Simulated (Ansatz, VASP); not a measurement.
**Sc2BF2: VASP beside Ansatz**

```
Sc B F
1.0
     3.03150    0.00000    0.00000
    -1.51575    2.62536    0.00000
     0.00000    0.00000    7.54846
Sc B F
2 1 2
Direct
  0.00000 0.00000 0.43267
  0.33333 0.66667 0.76351
  0.00000 0.00000 0.00000
  0.00000 0.00000 0.17063
  0.66667 0.33333 0.59809
```

Alike in both runs: task single point; functional PBE; k mesh 6 × 6 × 2; occupations gaussian, width 0.1 eV; collinear spin.

```csv
,VASP,Ansatz
version,VASP 6.6.1,Ansatz 0.2.0
potentials or method,"VASP PAW PBE potentials, release 64 (Sc_sv, B, F), cutoff 520 eV","scalar-relativistic, plane waves, PAW"
valence electrons in the cell,39,39
```

```tsv
	VASP	Ansatz	Ansatz less VASP
gap on the k mesh at the Fermi level (eV)	none	none	-
pressure (GPa)	26.0	25.4	-0.66
traceless stress, the component that is largest in VASP (GPa)	15.35	14.69	-0.651
rms of the force components (eV/Å)	1.685	1.612	-0.0731
net moment per atom (μB)	0.10	0.10	0.000
size of the moment on the site where the two differ most (μB)	0.16	0.08	-0.079
```

Site moments also hang on the region over which each program counts them. Atom by atom the forces differ by 0.078 eV/Å (rms over components). A gap of «none» marks a metal or a gap that the smearing closes.

The k mesh is coarse, so the values compare programs but aren't converged.
